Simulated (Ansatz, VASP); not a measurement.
**One calculation of AlNi, two programs**

The input POSCAR:

```
AlNi
1.0
    2.8810000000      0.0000000000      0.0000000000
    0.0000000000      2.8810000000      0.0000000000
    0.0000000000      0.0000000000      2.8810000000
Al Ni
1 1
Direct
    0.0000000000      0.0000000000      0.0000000000
    0.5000000000      0.5000000000      0.5000000000
```

The input INCAR.step1:

```
PREC = Accurate ; ENCUT = 600
ISMEAR = -1 ; SIGMA = 0.05
LREAL = F ; LASPH = T
NELM = 80 ; GGA = PE
ALGO = Normal ; EDIFF = 1E-4
LWAVE = T ; LCHARG = F
```

Contents of INCAR.step2:

```
PREC = Accurate ; ENCUT = 600
EDIFF = 1E-7 ; ISMEAR = -1
SIGMA = 0.05 ; LREAL = F
LASPH = T ; NELM = 80
ALGO = Normal ; ISIF = 3
LWAVE = F ; LCHARG = F
METAGGA = R2SCAN ; LMIXTAU = T
IBRION = 2 ; NSW = 100
EDIFFG = -0.002 ; ISTART = 1
```

File KPOINTS:

```
Automatic mesh
0
Gamma
  12 12 12
```

Input for Ansatz:

```yaml
crystal:
  lattice:
    - [2.881, 0.0, 0.0]
    - [0.0, 2.881, 0.0]
    - [0.0, 0.0, 2.881]
  atoms:
    - { symbol: Al, position: [0.0, 0.0, 0.0] }
    - { symbol: Ni, position: [0.5, 0.5, 0.5] }
kpoints:
  mp_grid: { grid: [12, 12, 12] }
scf:
  occupations: { method: fermi_dirac, width: 0.05 }
hamiltonian:
  xc: r2scan
  pseudopotentials: { kind: paw }
relax:
  f_tol: 0.002
  max_steps: 80
  cell: {}
output:
  forces: true
  stress: true
  write_density: true
  write_potential: true
  elf: true
  volumetric_format: npy
```

Alike in both runs: task relaxation of cell and atoms; functional r2SCAN; k mesh 12 × 12 × 12; occupations fermi-dirac, width 0.05 eV; no spin polarisation.

|  | VASP | Ansatz |
| --- | --- | --- |
| version | VASP 6.6.1 | Ansatz 0.2.0 |
| potentials or method | VASP PAW PBE potentials, release 64 (Al, Ni) | PAW with Ansatz's default frozen-core files, scalar-relativistic |
| plane-wave cutoff (eV) | 600 | 500 |
| valence electrons in the cell | 13 | 21 |

|  | VASP | Ansatz | Ansatz less VASP |
| --- | --- | --- | --- |
| relaxed volume (Å³/atom) | 11.72 | 11.74 | +0.015 |
| relaxed cell length with the largest relative difference (Å) | 2.862 | 2.863 | +0.0012 |

VASP's potentials were made for PBE, not for r2SCAN. VASP's potentials hold 13 valence electrons a cell and Ansatz's 21, so a difference there can come from the potentials and not from the codes.
